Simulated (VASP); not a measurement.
Set up this calculation in VASP 6.6.1, as the native input.

```yaml
Task: single point
Functional: r2SCAN
Potentials_or_basis: VASP PAW PBE potentials, release 64 (Ti_sv, Nb_sv)
Cutoff: 550 eV
k_mesh: 8 × 8 × 8, shifted
Occupations: gaussian, width 0.1 eV
Spin: no spin polarisation
Dipole_correction: no
Further_INCAR_settings: ALGO = Normal; EDIFF = 1e-06; NBANDS = 32
```

Crystal: Ti3Nb.

```
Ti Nb
1.0
     4.13343    0.00000    0.00000
     0.00000    4.13343    0.00000
     0.00000    0.00000    4.13343
Ti Nb
3 1
Direct
  0.00000 0.50000 0.50000
  0.50000 0.00000 0.50000
  0.50000 0.50000 0.00000
  0.00000 0.00000 0.00000
```

One way to write it, as run:

POSCAR

```
Ti3Nb
1.0
    4.1334330000      0.0000000000      0.0000000000
    0.0000000000      4.1334330000      0.0000000000
    0.0000000000      0.0000000000      4.1334330000
Ti Nb
3 1
Direct
    0.0000000000      0.5000000000      0.5000000000
    0.5000000000      0.0000000000      0.5000000000
    0.5000000000      0.5000000000      0.0000000000
    0.0000000000      0.0000000000      0.0000000000
```

INCAR.step1

```
SYSTEM = Ti3Nb
ALGO = Normal ; EDIFF = 1E-5
ENCUT = 550 ; GGA = PE
GGA_COMPAT = .FALSE. ; ISMEAR = 0
LASPH = .TRUE. ; LCHARG = .FALSE.
LREAL = .FALSE. ; LWAVE = .TRUE.
NBANDS = 32 ; NELM = 120
PREC = Accurate ; SIGMA = 0.1
```

INCAR.step2

```
SYSTEM = Ti3Nb
ALGO = Normal ; EDIFF = 1E-6
ENCUT = 550 ; GGA_COMPAT = .FALSE.
ISIF = 2 ; ISMEAR = 0
ISTART = 1 ; LASPH = .TRUE.
LCHARG = .FALSE. ; LMIXTAU = .TRUE.
LREAL = .FALSE. ; LWAVE = .FALSE.
METAGGA = R2SCAN ; NBANDS = 32
NELM = 120 ; PREC = Accurate
SIGMA = 0.1
```

KPOINTS

```
Automatic mesh
0
Gamma
  8 8 8
  0.5 0.5 0.5
```

Potentials or basis: VASP PAW PBE potentials, release 64 (Ti_sv, Nb_sv).

Command:

```bash
$ cat potpaw_PBE.64/Ti_sv/POTCAR potpaw_PBE.64/Nb_sv/POTCAR > POTCAR
$ cp INCAR.step1 INCAR
$ mpirun -np 1 vasp_std > vasp.out
$ cp INCAR.step2 INCAR
$ mpirun -np 1 vasp_std > vasp.out
```

Results of the run:

- Pressure: -0.4 GPa

Caveat: the PAW data sets were made with another functional, which shifts forces and pressure a little.

It took 110 s on 1 thread of AMD EPYC 9R45 96-Core Processor (Zen 5), on a shared host, peak memory 0.18 GiB.
